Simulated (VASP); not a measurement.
**Si: single point with PBE**

Si:

```
Si
1.0
     0.00000    2.72185    2.72185
     2.72185    0.00000    2.72185
     2.72185    2.72185    0.00000
Si
2
Direct
  0.50000 0.50000 0.50000
  0.75000 0.75000 0.75000
```

| Property | Result |
| --- | --- |
| Program | VASP 6.6.1 |
| Task | single point |
| Functional | PBE |
| Potentials or basis | VASP PAW PBE potentials, release 64 (Si) |
| Cutoff | 520 eV |
| k mesh | 8 × 8 × 8 |
| Occupations | gaussian, width 0.025 eV |
| Spin | no spin polarisation |
| Dipole correction | no |
| Further INCAR settings | ALGO = Normal; EDIFF = 1e-06; NBANDS = 11 |

```yaml
Pressure: 1.3 GPa
Band_gap_on_the_k_mesh: 0.63 eV, indirect (least direct gap 2.56 eV)
```

Levels at points of the mesh, in eV from the valence-band top:
| k point | band 1 | band 2 | band 3 | band 4 | band 5 | band 6 | band 7 | band 8 | band 9 |
| --- | --- | --- | --- | --- | --- | --- | --- | --- | --- |
| (0.00, 0.00, 0.00) | -11.91 | 0.00 | 0.00 | 0.00 | 2.56 | 2.56 | 2.56 | 3.29 | 7.72 |
| (0.50, 0.00, 0.00) | -9.60 | -6.93 | -1.19 | -1.19 | 1.51 | 3.34 | 3.34 | 7.72 | 10.53 |
| (0.50, 0.50, 0.00) | -7.79 | -7.79 | -2.83 | -2.83 | 0.72 | 0.72 | 10.05 | 10.05 | 10.95 |

Run time: 9.7 s on 1 thread of AMD EPYC 9R45 (Zen 5), with other jobs on the host, peak memory 0.12 GiB.

A k mesh can miss the band edges.
